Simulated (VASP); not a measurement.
Here is a VASP 6.6.1 calculation.

The input INCAR:

```
PREC = Accurate
ENCUT = 520
EDIFF = 1E-6
ISMEAR = -1
SIGMA = 0.02
LREAL = Auto
LASPH = True
NELM = 100
ALGO = Normal
ISIF = 2
LWAVE = False
LCHARG = False
GGA = PE
NELECT = 66.0
NBANDS = 48
```

Contents of KPOINTS:

```
Automatic mesh
0
Gamma
  2 2 2
```

File POSCAR:

```
LiSi16
1.0
    0.0000000000      5.4300000000      5.4300000000
    5.4300000000      0.0000000000      5.4300000000
    5.4300000000      5.4300000000      0.0000000000
Si Li
16 1
Direct
    0.0014499079      0.0058375691      0.0016233886
    0.1261375691      0.1356395948      0.1263117864
    0.0015830571      0.0058987109      0.5055760589
    0.1310154696      0.1281160221      0.6277935543
    0.0033162983      0.5038093002      0.0034890424
    0.1260254144      0.6265230203      0.1261996317
    0.0014509208      0.5019463168      0.5055148250
    0.1261376611      0.6266350829      0.6353179558
    0.5054026703      0.0058988029      0.0017553407
    0.6276201657      0.1281155617      0.1311895948
    0.5035490792      0.0040479742      0.5037234807
    0.6277393186      0.1282299263      0.6279109576
    0.5053413444      0.5019466851      0.0016249540
    0.6351446593      0.6266350829      0.1263118785
    0.5054031308      0.5020749540      0.5055767956
    0.6276197974      0.6315126151      0.6277930939
    0.2533086556      0.7538018416      0.2534813996
```

Potentials or basis: VASP PAW PBE potentials, release 64 (Si, Li_sv).

The run is started by

```sh
$ cat potpaw_PBE.64/Si/POTCAR potpaw_PBE.64/Li_sv/POTCAR > POTCAR
$ mpirun -np 1 vasp_std > vasp.out
```

(1) Estimate the largest force.

## Answers

(1) 0.011 eV/Å.

Caveat: the k points lie up to 0.50 Å⁻¹ apart; the cell carries a net charge on a neutralising background, which shifts energy and pressure.
